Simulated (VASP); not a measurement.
Crystal: In.

```
In
1.0
    -1.60594    1.60594    2.44204
     1.60594   -1.60594    2.44204
     1.60594    1.60594   -2.44204
In
1
Direct
  0.00000 0.00000 0.00000
```

Program: VASP 6.6.1. Alike in all runs: task single point; potentials or basis VASP PAW PBE potentials, release 64 (In_d); no spin polarisation; cell as given; k mesh 8 × 8 × 8; cutoff (eV) 520. Hardware: 1 thread of AMD EPYC 7R43 64-Core Processor (Zen 3), on a shared host.

Question: Order these runs on this cell by their wall time, lowest first.
A. level r2SCAN; smearing fermi-dirac 0.1 eV
B. level r2SCAN; smearing tetrahedron
C. level PBEsol+D4; smearing fermi-dirac 0.1 eV

Answer: C (16 s), A (81 s), B (350 s).
